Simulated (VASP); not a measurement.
# TiSi6Mo (P1) in VASP: a series of runs

TiSi6Mo is run at these levels: PBE; tasks: single point.

Everything below comes from runs of VASP 6.6.1. Logs are shortened: lines on timing, memory, paths and dates and some standing lists are left out, and cuts for length are marked.

## Step 1: The cell of the first run

The typed cell holds 8 atoms: a = 3.441 Å, b = 3.905 Å, c = 8.893 Å, α = 90.55°, β = 101.15°, γ = 89.99°.

## Step 2: Single point, PBE

File INCAR:

```
SYSTEM = TiSi6Mo
ALGO = Normal
EDIFF = 1E-7
ENCUT = 520
GGA = PE
ISIF = 2
ISMEAR = 0
LASPH = .TRUE.
LCHARG = .TRUE.
LELF = .TRUE.
LREAL = .FALSE.
LVHAR = .TRUE.
LWAVE = .FALSE.
NBANDS = 35
NELM = 100
PREC = Accurate
SIGMA = 0.2
```

File KPOINTS:

```
k-points
0
G
  6 6 6
  0 0 0
```

File POSCAR:

```
TiSi6Mo
1.0
    0.0001070077      3.4405021498      0.0003516568
   -0.0372059142     -0.0000282522      3.9047110091
    8.7251505298     -1.7198982050     -0.0028163663
Ti Si Mo
1 6 1
Direct
    0.9228172515     -0.0013138824      0.8455569931
    0.3114463374      0.9595915080      0.6228303263
    0.1752340368      0.0147424570      0.3503536110
    0.6866337926      0.5636954106      0.3729894670
    0.8193610854      0.4807930572      0.6385690951
    0.5456659956      0.9955622817      0.0921690643
    0.4582862215      0.4983825074      0.9165136990
    0.0805046000      0.4885466604      0.1609163859
```

Potentials or basis: VASP PAW PBE potentials, release 64 (Ti_sv, Si, Mo_sv).

Command:

```console
$ cat potpaw_PBE.64/Ti_sv/POTCAR potpaw_PBE.64/Si/POTCAR potpaw_PBE.64/Mo_sv/POTCAR > POTCAR
$ mpirun -np 1 vasp_std > vasp.out
```

OUTCAR:

```text
SYSTEM = TiSi6Mo
   EDIFF = 1E-7
   ENCUT = 520
   GGA = PE
   ISIF = 2
   ISMEAR = 0
   LASPH = .TRUE.
   LREAL = .FALSE.
   NELM = 100
   PREC = Accurate

 ion  position               nearest neighbor table
   1  0.923  0.999  0.846-   2 2.60   2 2.60   5 2.62   7 2.67   7 2.67   7 2.68   7 2.68   5 2.70
                             6 2.75   6 2.76
   2  0.311  0.960  0.623-   3 2.39   5 2.55   5 2.55   1 2.60   1 2.60   5 2.67   5 2.67   7 3.15

   3  0.175  0.015  0.350-   2 2.39   4 2.47   4 2.47   8 2.49   8 2.62   4 2.75   4 2.75   6 2.83
                             6 2.84
   4  0.687  0.564  0.373-   5 2.34   3 2.47   3 2.47   8 2.54   8 2.54   3 2.75   3 2.75   6 2.99

   5  0.819  0.481  0.639-   4 2.34   2 2.55   2 2.55   1 2.62   2 2.67   2 2.67   1 2.70   7 2.97
                             7 2.97
   6  0.546  0.996  0.092-   7 2.46   7 2.50   8 2.64   8 2.65   8 2.69   8 2.70   1 2.75   1 2.76
                             3 2.83   3 2.84   4 2.99
   7  0.458  0.498  0.917-   6 2.46   6 2.50   1 2.67   1 2.67   1 2.68   1 2.68   8 2.74   8 2.74
                             5 2.97   5 2.97   2 3.15
   8  0.081  0.489  0.161-   3 2.49   4 2.54   4 2.54   3 2.62   6 2.64   6 2.65   6 2.69   6 2.70
                             7 2.74   7 2.74

  LATTYP: Found a triclinic cell.
 ALAT       =    10.1368696510
 B/A-ratio  =     0.3394047954
 C/A-ratio  =     0.3852163831
 COS(alpha) =     0.0000946748
 COS(beta)  =     0.0085098330
 COS(gamma) =     0.5090456381

  Lattice vectors:

 A1 = (   8.7250435221,  -5.1604003548,  -0.0031680231)
 A2 = (  -0.0001070077,  -3.4405021498,  -0.0003516568)
 A3 = (   0.0372059142,   0.0000282522,  -3.9047110091)

Analysis of symmetry for initial positions (statically):
=====================================================================
 Subroutine PRICEL returns:
 Original cell was already a primitive cell.

 Routine SETGRP: Setting up the symmetry group for a
 triclinic supercell.

 Subroutine GETGRP returns: Found  1 space group operations
 (whereof  1 operations were pure point group operations)
 out of a pool of  2 trial point group operations.

The static configuration has the point symmetry C_1 .

Analysis of symmetry for dynamics (positions and initial velocities):
=====================================================================
 Subroutine PRICEL returns:
 Original cell was already a primitive cell.

 Routine SETGRP: Setting up the symmetry group for a
 triclinic supercell.

 Subroutine GETGRP returns: Found  1 space group operations
 (whereof  1 operations were pure point group operations)
 out of a pool of  2 trial point group operations.

The dynamic configuration has the point symmetry C_1 .

 Subroutine INISYM returns: Found  1 space group operations
 (whereof  1 operations are pure point group operations),
 and found     1 'primitive' translations

----------------------------------------------------------------------------------------

                                     Primitive cell

  volume of cell :     117.2155

  direct lattice vectors                    reciprocal lattice vectors
     0.000107008  3.440502150  0.000351657     0.057293661  0.290653408  0.000548024
    -0.037205914 -0.000028252  3.904711009     0.000077506 -0.000026179  0.256101637
     8.725150530 -1.719898205 -0.002816366     0.114610831 -0.000003676  0.001092066

  length of vectors
     3.440502169  3.904888263  8.893048383     0.296246971  0.256101650  0.114616034

  position of ions in fractional coordinates (direct lattice)
     0.922817251  0.998686118  0.845556993
     0.311446337  0.959591508  0.622830326
     0.175234037  0.014742457  0.350353611
     0.686633793  0.563695411  0.372989467
     0.819361085  0.480793057  0.638569095
     0.545665996  0.995562282  0.092169064
     0.458286222  0.498382507  0.916513699
     0.080504600  0.488546660  0.160916386

  ion indices of the primitive-cell ions
   primitive index   ion index
                 1           1
                 2           2
                 3           3
                 4           4
                 5           5
                 6           6
                 7           7
                 8           8

----------------------------------------------------------------------------------------

 KPOINTS: k-points

Automatic generation of k-mesh.
 Grid dimensions read from file:
 generate k-points for:    6    6    6

 Generating k-lattice:

  Cartesian coordinates                     Fractional coordinates (reciprocal lattice)
     0.009548944  0.048442235  0.000091337     0.166666667  0.000000000 -0.000000000
     0.000012918 -0.000004363  0.042683606     0.000000000  0.166666667  0.000000000
     0.019101805 -0.000000613  0.000182011    -0.000000000 -0.000000000  0.166666667

  Length of vectors
     0.049374495  0.042683608  0.019102672

  Shift w.r.t. Gamma in fractional coordinates (k-lattice)
     0.000000000  0.000000000  0.000000000

 Subroutine IBZKPT returns following result:
 ===========================================

 Found    112 irreducible k-points:

 Following reciprocal coordinates:
            Coordinates               Weight
  0.000000  0.000000  0.000000      1.000000
  0.166667  0.000000  0.000000      2.000000
  0.333333 -0.000000 -0.000000      2.000000
  0.500000 -0.000000  0.000000      1.000000
  0.000000  0.166667  0.000000      2.000000
  0.166667  0.166667  0.000000      2.000000
[... 16 lines left out ...]
  0.333333  0.000000  0.166667      2.000000
  0.500000  0.000000  0.166667      2.000000
 [... further k-points ...]
   k-points           NKPTS =    112   k-points in BZ     NKDIM =    112   number of bands    NBANDS=     35
   number of dos      NEDOS =    301   number of ions     NIONS =      8
   total plane-waves  NPLWV =  58800
   dimension x,y,z NGX =    28 NGY =   30 NGZ =   70
   dimension x,y,z NGXF=    56 NGYF=   60 NGZF=  140
   ions per type =               1   6   1
   NGX,Y,Z   is equivalent  to a cutoff of  13.53, 12.77, 13.09 a.u.
   NGXF,Y,Z  is equivalent  to a cutoff of  27.06, 25.54, 26.17 a.u.
 SYSTEM =  TiSi6Mo
   PREC   = accura    normal or accurate (medium, high low for compatibility)
   ISTART =      0    job   : 0-new  1-cont  2-samecut
   ICHARG =      2    charge: 1-file 2-atom 10-const
   ISPIN  =      1    spin polarized calculation?
   LNONCOLLINEAR =      F non collinear calculations
   LSORBIT =      F    spin-orbit coupling
   LASPH  =      T    aspherical Exc in radial PAW
   ENCUT  =  520.0 eV  38.22 Ry    6.18 a.u.   6.40  7.26 16.54*2*pi/ulx,y,z
   NELM   =    100;   NELMIN=  2; NELMDL= -5     # of ELM steps
   EDIFF  = 0.1E-06   stopping-criterion for ELM
   LREAL  =      F    real-space projection
   EDIFFG = 0.1E-05   stopping-criterion for IOM
   NSW    =      0    number of steps for IOM
   IBRION =     -1    ionic relax: 0-MD 1-quasi-New 2-CG
   NFREE  =      0    steps in history (QN), initial steepest desc. (CG)
   ISIF   =      2    stress and relaxation
   ISYM   =      2    0-nonsym 1-usesym 2-fastsym
   POTIM  = 0.5000    time-step for ionic-motion
   TEBEG  =    0.0;   TEEND  =   0.0 temperature during run
   PSTRESS=    0.0 pullay stress
   NELECT =      50.0000    total number of electrons
   NUPDOWN=      -1.0000    fix difference up-down
   EMIN   =  10.00;   EMAX   =-10.00  energy-range for DOS
   EFERMI =   0.00;   METHOD = LEGACY
   ISMEAR =     0;   SIGMA  =   0.20  broadening in eV -4-tet -1-fermi 0-gaus
   EFERMI_NEDOS =   21; number of points for ismear=-14 and -15
   IALGO  =     38    algorithm
   IMIX   =      4    mixing-type and parameters
     AMIX     =   0.40;   BMIX     =  1.00
     AMIX_MAG =   1.60;   BMIX_MAG =  1.00
  volume/ion in A,a.u.               =      14.65        98.88
  Fermi-wavevector in a.u.,A,eV,Ry     =   1.232357  2.328817 20.663214  1.518703
  Thomas-Fermi vector in A             =   2.367130
   LORBIT       =      0    0 simple, 1 ext, 2 COOP (PROOUT), +10 PAW based schemes
   GGA     = PE    functional components
   LHFCALC =     F    Hartree Fock is set to
   AEXX    =    0.0000 exact exchange contribution
   IVDW    =     0    specifies the selected vdW correction
   LEPSILON=     F    determine dielectric tensor
   LRPA    =     F    only Hartree local field effects (RPA)
 non-spin polarized calculation
 Gauss-broadening in eV      SIGMA  =   0.20
  energy-cutoff  :      520.00
  volume of cell :      117.22
 maximum number of plane-waves:      3181
 NGX is ok and might be reduce to    28
   NGX = 13   NGY = 15   NGZ = 33

 number of electron      50.0000001 magnetization

 Free energy of the ion-electron system (eV)
  ---------------------------------------------------
  ext. energy  EPLUGINS =         0.00000000
  ---------------------------------------------------
  free energy    TOTEN  =       -52.46356585 eV

  energy without entropy =      -52.40570963  energy(sigma->0) =      -52.43463774

 E-fermi :  10.5280     XC(G=0): -11.5484

 val. band max:       10.5189342392   @ k =   0.3333   0.0000   0.5000
 cond. band min:      10.5380930390   @ k =   0.0000   0.0000   0.5000
 fundamental gap:      0.0191587999
 Fermi energy:        10.5280440917

 k-point     1 :       0.0000    0.0000    0.0000
  band No.  band energies     occupation
      1     -50.4212      2.00000
      2     -46.4213      2.00000
      3     -24.6763      2.00000
      4     -24.6370      2.00000
      5     -24.4363      2.00000
      6     -22.7834      2.00000
[... 27 lines left out ...]
     34      13.9846      0.00000
     35      14.2540      0.00000

 k-point     2 :       0.1667    0.0000    0.0000
  band No.  band energies     occupation
      1     -50.4194      2.00000
      2     -46.4199      2.00000
      3     -24.6723      2.00000
      4     -24.6689      2.00000
      5     -24.4330      2.00000
      6     -22.7812      2.00000
[... 27 lines left out ...]
     34      13.9304      0.00000
     35      14.2972      0.00000
[... 796 lines left out ...]
     34      13.5114      0.00000
     35      13.6662      0.00000

 k-point    24 :       0.5000    0.0000    0.1667
  band No.  band energies     occupation
      1     -50.4140      2.00000
      2     -46.4157      2.00000
      3     -24.7635      2.00000
      4     -24.6604      2.00000
      5     -24.4231      2.00000
      6     -22.7744      2.00000
[... 27 lines left out ...]
     34      13.4424      0.00000
     35      13.5684      0.00000

 [... further k-points ...]
[... 5 lines left out ...]
  --------------------------------------------------------------------------------------
  -------------------------------------------------------------------------------------
  Total        0.0361833      0.0352982      0.0438307     -0.0073758     -0.0048761      0.0408988
  in kB        0.4945768      0.4824782      0.5991058     -0.1008178     -0.0666491      0.5590311
  external PRESSURE =       0.5253869 kB  Pullay stress =       0.0000000 kB

 VOLUME and BASIS-vectors are now :
 -----------------------------------------------------------------------------
  energy-cutoff  :      520.00
  volume of cell :      117.22
      direct lattice vectors                 reciprocal lattice vectors
     0.000107008  3.440502150  0.000351657     0.057293661  0.290653408  0.000548024
    -0.037205914 -0.000028252  3.904711009     0.000077506 -0.000026179  0.256101637
     8.725150530 -1.719898205 -0.002816366     0.114610831 -0.000003676  0.001092066

 POSITION                                       TOTAL-FORCE (eV/Angst)
 -----------------------------------------------------------------------------------
      7.34055      1.72065      3.89752        -0.014260     -0.002451      0.000442
      5.39862      0.00030      3.74528        -0.013097      0.000768     -0.001591
      3.05636      0.00032      0.05664         0.022243      0.000084     -0.010189
      3.23349      1.72085      2.20026         0.029413     -0.002758      0.003683
      5.55381      1.72073      1.87585        -0.015535     -0.000281      0.010341
      0.76721      1.71882      3.88732        -0.018743      0.006319     -0.006515
      7.97823      0.00041      1.94362         0.002346      0.000064      0.001303
      1.38585      0.00020      1.90721         0.007632     -0.001745      0.002527
 -----------------------------------------------------------------------------------
    total drift:                                0.000009      0.000110     -0.000040

  FREE ENERGIE OF THE ION-ELECTRON SYSTEM (eV)
  ---------------------------------------------------
  free  energy   TOTEN  =       -52.4635658538 eV

  energy  without entropy=      -52.4057096303  energy(sigma->0) =      -52.43463774
```

Run time: 4.6 min. Hardware: 1 thread of Intel Xeon 6975P-C (Granite Rapids), shared host; peak memory 0.53 GiB.

Results:

| Quantity | Value |
| --- | --- |
| Free energy | -52.4636 eV |
| Pressure | 0.1 GPa |
| Largest force | 0.030 eV/Å |
| Band gap on the k mesh | zero (bands 25 and 26 overlap by 0.77 eV) |

Forces on the atoms (eV/Å):
```
Ti  -0.014 -0.002  0.000
Si  -0.013  0.001 -0.002
Si   0.022  0.000 -0.010
Si   0.029 -0.003  0.004
Si  -0.016  0.000  0.010
Si  -0.019  0.006 -0.007
Si   0.002  0.000  0.001
Mo   0.008 -0.002  0.003
```

Stress tensor (GPa, compression positive):
```
 0.05 -0.01  0.06
-0.01  0.05 -0.01
 0.06 -0.01  0.06
```

## Step 3: Single point, PBE

File INCAR:

```
PREC     = Accurate       # precision mode
ENCUT    = 520            # plane-wave cutoff, eV
EDIFF    = 1E-6           # SCF threshold, eV
ISMEAR   = 0              # smearing method
SIGMA    = 0.2            # smearing width, eV
LREAL    = F              # projectors in reciprocal space
LASPH    = T              # aspherical terms in the spheres
NELM     = 80             # most SCF steps
ALGO     = Normal         # electronic algorithm
ISIF     = 2              # what is computed and relaxed
LWAVE    = F              # write WAVECAR
LCHARG   = F              # write CHGCAR
GGA      = PE             # functional
NBANDS   = 35             # bands
```

File KPOINTS:

```
regular mesh
0
Gamma
  6 6 6
```

File POSCAR:

```
TiSi6Mo
1.0
    0.0002458593      3.4400657853      0.0003217560
    3.9050748483     -0.0000453945      0.0184423204
   -0.0402763980     -1.7208130990     -8.7287540332
Ti Si Mo
1 6 1
Direct
    0.0772771549      0.0010707325      0.1545669797
    0.6886177086      0.0397979183      0.3771218677
    0.8246821570     -0.0143962045      0.6494700835
    0.3133610796      0.4370798708      0.6268612822
    0.1807402179      0.5186197210      0.3613285514
    0.4540228196      1.0048543853      0.9080467357
    0.5418115934      0.5015028589      0.0836421666
    0.9194872689      0.5114707177      0.8389623330
```

Potentials or basis: VASP PAW PBE potentials, release 64 (Ti_sv, Si, Mo_sv).

Command:

```console
$ cat potpaw_PBE.64/Ti_sv/POTCAR potpaw_PBE.64/Si/POTCAR potpaw_PBE.64/Mo_sv/POTCAR > POTCAR
$ mpirun -np 1 vasp_std > vasp.out
```

Run time: 3.9 min. Hardware: 1 thread of Intel Xeon 6975P-C (Granite Rapids), shared host; peak memory 0.53 GiB.

It converged, with:

```yaml
Free_energy: -52.4637 eV
Pressure: 0.0 GPa
Largest_force: 0.019 eV/Å
Band_gap_on_the_k_mesh: zero (bands 25 and 26 overlap by 0.77 eV)
```

Forces in eV/Å, atoms in the order of the input:
```
Ti  -0.001  0.000 -0.006
Si   0.002  0.000 -0.014
Si   0.009  0.000  0.012
Si  -0.008  0.000  0.018
Si  -0.005  0.000 -0.016
Si  -0.006  0.000 -0.010
Si   0.004  0.000  0.011
Mo   0.005  0.000  0.005
```

Levels at points of the mesh, in eV from the Fermi level:
```
           k point  band 21  band 22  band 23  band 24  band 25  band 26  band 27  band 28  band 29  band 30
(0.00, 0.00, 0.00)    -2.13    -1.93    -1.04    -0.84     0.47     0.60     0.61     1.02     1.07     1.32
(0.50, 0.00, 0.00)    -2.17    -1.74    -1.67    -0.94    -0.48    -0.30     0.24     0.42     0.62     1.05
(0.00, 0.50, 0.00)    -1.06    -0.85    -0.56    -0.28     0.28     0.35     0.60     0.87     1.18     1.38
(0.50, 0.50, 0.00)    -3.15    -3.01    -2.67    -2.50    -0.24     0.94     1.10     1.45     1.59     1.83
(0.00, 0.00, 0.50)    -2.24    -1.87    -1.47    -0.86     0.01     0.62     0.74     1.11     1.62     1.89
(0.50, 0.00, 0.50)    -2.17    -1.74    -1.67    -0.94    -0.48    -0.30     0.24     0.42     0.62     1.05
(0.00, 0.50, 0.50)    -1.42    -0.78    -0.74     0.01     0.22     0.59     0.82     1.08     1.26     1.76
(0.50, 0.50, 0.50)    -3.14    -3.01    -2.67    -2.50    -0.24     0.94     1.10     1.45     1.60     1.83
```
